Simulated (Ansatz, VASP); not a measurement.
## MnS: VASP beside Ansatz

```xyz
2
Lattice="0.0000 2.4735 2.4735 2.4735 0.0000 2.4735 2.4735 2.4735 0.0000" Properties=species:S:1:pos:R:3 pbc="T T T"
Mn    0.0000    0.0000    0.0000
S     3.7102    3.7102    3.7102
```

Alike in both runs: task single point; functional PBE; k mesh 9 × 9 × 9; occupations gaussian, width 0.019 eV; collinear spin.

```csv
,VASP,Ansatz
version,VASP 6.6.1,Ansatz 0.2.0
potentials or method,"VASP PAW PBE potentials, release 64 (Mn_pv, S)",Ansatz PAW
plane-wave cutoff (eV),520,420
valence electrons in the cell,19,21
```

VASP gave:

* gap on the k mesh at the Fermi level (eV): none
* pressure (GPa): 3.0
* net moment per atom (μB): 0.11
* size of the moment on the site where the two differ most (μB): 0.22

What did Ansatz give for the same quantities?

gap on the k mesh at the Fermi level (eV): none; pressure (GPa): 2.9; net moment per atom (μB): 0.11; size of the moment on the site where the two differ most (μB): 0.19.

Site moments also hang on the region over which each program counts them. A gap of «none» marks a metal or a gap that the smearing closes. VASP's potentials hold 19 valence electrons a cell and Ansatz's 21, so a difference there can come from the potentials and not from the codes.
